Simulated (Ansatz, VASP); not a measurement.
# Two plane-wave programs on TaN

```
CELL_PARAMETERS angstrom
2.96738 0.00000 0.00000
-1.48369 2.56983 0.00000
0.00000 0.00000 2.88300
ATOMIC_POSITIONS crystal
Ta 0.33333 0.66667 0.50000
N 0.00000 0.00000 0.00000
```

Change from the starting cell: equal xx and yy strain of +1 %, PAW files.

Alike in both runs: task electric field gradients; functional LDA; k mesh 12 × 12 × 10; occupations fermi-dirac, width 0.02 eV; no spin polarisation.

|  | VASP | Ansatz |
| --- | --- | --- |
| version | VASP 6.6.1 | Ansatz 0.2.0 |
| potentials or method | VASP PAW LDA potentials, release 64 (Ta_sv_GW, N) | PAW with Ansatz's default frozen-core files, scalar-relativistic |
| plane-wave cutoff (eV) | 520 | 420 |
| valence electrons in the cell | 18 | 18 |

```csv
,VASP,Ansatz,Ansatz less VASP
size of Vzz on the site where it differs most (V/Å²),29.6,45.4,+15.86
```

LDA's correlation is that of Perdew and Zunger in VASP and of Perdew and Wang (1992) in Ansatz.

Spin-orbit coupling is off throughout.
